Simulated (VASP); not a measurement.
Input of a VASP 6.6.1 run:

INCAR

```
  ALGO = Normal
  EDIFF = 1E-6
  ENCUT = 600
  GGA = PS
  GGA_COMPAT = False
  ISIF = 2
  ISMEAR = 0
  LASPH = True
  LCHARG = False
  LREAL = False
  LWAVE = False
  NBANDS = 29
  NELM = 120
  PREC = Accurate
  SIGMA = 0.02
```

File KPOINTS:

```
k-points
0
Gamma
  6 6 8
```

Contents of POSCAR:

```
FeS2
1.0
    4.3674117449      0.0000000000      0.0000000000
    0.0000000000      5.3331402397      0.0000000000
    0.0000000000      0.0000000000      3.4113086584
Fe S
2 4
Direct
    0.5000000000      0.5000000000      0.5000000000
    0.0000000000      0.0000000000      0.0000000000
    0.2910003859      0.8745412054      0.5000000000
    0.7089996141      0.1254587946      0.5000000000
    0.2089996141      0.3745412054      0.0000000000
    0.7910003859      0.6254587946      0.0000000000
```

Potentials or basis: VASP PAW PBE potentials, release 64 (Fe, S).

Launch:

```sh
$ cat potpaw_PBE.64/Fe/POTCAR potpaw_PBE.64/S/POTCAR > POTCAR
$ mpirun -np 1 vasp_std > vasp.out
```

**Question.** Estimate the band gap on the k mesh.

**Answer.** 0.92 eV (least direct gap 1.25 eV).

**Question.** What does it give for the largest force?

**Answer.** 0.050 eV/Å.

Forces in eV/Å, atoms in the order of the input:
```
Fe   0.000  0.000  0.000
Fe   0.000  0.000  0.000
S    0.043  0.025  0.000
S   -0.043 -0.025  0.000
S   -0.043  0.025  0.000
S    0.043 -0.025  0.000
```

Caveat: the cell differs from its parent crystal (strain along c alone, the other axes held: +2.0 %, then relaxed in part); the PAW data sets were made with another functional, which shifts forces and pressure a little. Spin polarisation is off, so any magnetic state and its effect on volume and gap are missing.
